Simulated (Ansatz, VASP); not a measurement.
## Cu2O in VASP and in Ansatz

The input INCAR:

```
PREC = Accurate ; ENCUT = 600
EDIFF = 1E-6 ; ISMEAR = 0
SIGMA = 0.02 ; LREAL = F
LASPH = T ; NELM = 120
ALGO = Normal ; ISIF = 2
LWAVE = F ; LCHARG = T
GGA = PE ; LELF = T
LVHAR = T ; NBANDS = 37
GGA_COMPAT = F
```

File KPOINTS:

```
regular mesh
0
Gamma
  8 8 8
```

POSCAR

```
Cu2O
1.0
    4.2982410474      0.0000000000      0.0000000000
    0.0000000000      4.2982410474      0.0000000000
    0.0000000000      0.0000000000      4.2552586369
Cu O
4 2
Direct
    0.2500000000      0.2500000000      0.2500000000
    0.2500000000      0.7500000000      0.7500000000
    0.7500000000      0.7500000000      0.2500000000
    0.7500000000      0.2500000000      0.7500000000
    0.0000000000      0.0000000000      0.0000000000
    0.5000000000      0.5000000000      0.5000000000
```

Input for Ansatz:

```yaml
crystal:
  lattice:
    - [4.2982410474, 0.0, 0.0]
    - [0.0, 4.2982410474, 0.0]
    - [0.0, 0.0, 4.2552586369]
  atoms:
    - { symbol: Cu, position: [0.25, 0.25, 0.25] }
    - { symbol: Cu, position: [0.25, 0.75, 0.75] }
    - { symbol: Cu, position: [0.75, 0.75, 0.25] }
    - { symbol: Cu, position: [0.75, 0.25, 0.75] }
    - { symbol: O, position: [0.0, 0.0, 0.0] }
    - { symbol: O, position: [0.5, 0.5, 0.5] }
basis:
  ecutwfc: 420
kpoints:
  mp_grid: { grid: [8, 8, 8] }
hamiltonian:
  xc: pbe
scf:
  occupations: { method: gaussian, width: 0.02 }
output:
  forces: true
  stress: true
  eigenvalues: true
```

Change from the starting cell: strain along c alone, the other axes held, atoms relaxed: -1.0 %.

Alike in both runs: task single point; functional PBE; k mesh 8 × 8 × 8; occupations gaussian, width 0.02 eV; no spin polarisation.

|  | VASP | Ansatz |
| --- | --- | --- |
| version | VASP 6.6.1 | Ansatz 0.2.0 |
| potentials or method | VASP PAW PBE potentials, release 64 (Cu, O), cutoff 600 eV | scalar-relativistic, plane waves, PAW |
| valence electrons in the cell | 56 | 88 |

```tsv
	VASP	Ansatz	Ansatz less VASP
gap on the k mesh at the Fermi level (eV)	0.49	0.48	-0.004
least direct gap on the mesh (eV)	0.49	0.48	-0.004
pressure (GPa)	1.8	1.2	-0.66
traceless stress, the component that is largest in VASP (GPa)	0.11	0.12	+0.015
```

The functional is the same, so the differences come from potentials, cutoffs and numerics. VASP's potentials hold 56 valence electrons a cell and Ansatz's 88, so a difference there can come from the potentials and not from the codes.
